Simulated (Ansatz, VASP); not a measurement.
**Pd in VASP and in Ansatz**

The input INCAR:

```
PREC = Accurate
ENCUT = 400
EDIFF = 1E-6
ISMEAR = -1
SIGMA = 0.05
LREAL = F
LASPH = T
NELM = 120
ALGO = Normal
ISIF = 2
LWAVE = F
LCHARG = F
LDIPOL = T
IDIPOL = 3
DIPOL = 0.5 0.5 0.500
GGA = PE
NBANDS = 22
GGA_COMPAT = F
NELMDL = -8
```

The input KPOINTS:

```
Automatic mesh
0
Gamma
  12 12 1
```

Contents of POSCAR:

```
Pd
1.0
    2.7888697467      0.0000000000      0.0000000000
    0.0000000000      2.7888697467      0.0000000000
    0.0000000000      0.0000000000     14.8772000000
Pd
3
Direct
    0.0000000000      0.0000000000      0.3696933096
    0.5000000000      0.5000000000      0.4999999962
    0.0000000000      0.0000000000      0.6303066904
```

Input for Ansatz:

```yaml
crystal:
  lattice:
    - [2.7888697467, 0.0, 0.0]
    - [0.0, 2.7888697467, 0.0]
    - [0.0, 0.0, 14.8772]
  atoms:
    - { symbol: Pd, position: [0.0, 0.0, 0.3696933096] }
    - { symbol: Pd, position: [0.5, 0.5, 0.4999999962] }
    - { symbol: Pd, position: [0.0, 0.0, 0.6303066904] }
kpoints:
  mp_grid: { grid: [12, 12, 1] }
scf:
  occupations: { method: fermi_dirac, width: 0.05 }
hamiltonian:
  xc: pbe
  pseudopotentials: { kind: paw }
output:
  forces: true
  stress: true
  eigenvalues: true
efield:
  axis: 3
  amplitude: 0
  dipole_correction: true
```

Alike in both runs: task single point; functional PBE; k mesh 12 × 12 × 1; occupations fermi-dirac, width 0.05 eV; no spin polarisation.

```csv
,VASP,Ansatz
version,VASP 6.6.1,Ansatz 0.2.0
potentials or method,"VASP PAW PBE potentials, release 64 (Pd)","PAW with Ansatz's default frozen-core files, scalar-relativistic"
plane-wave cutoff (eV),400,420
valence electrons in the cell,30,54
```

|  | VASP | Ansatz | Ansatz less VASP |
| --- | --- | --- | --- |
| rms of the force components (eV/Å) | 0.006 | 0.001 | -0.0051 |

Atom by atom the forces differ by 0.005 eV/Å (rms over components). VASP's potentials hold 30 valence electrons a cell and Ansatz's 54, so a difference there can come from the potentials and not from the codes. Ansatz's warnings: vacuum density over bound.
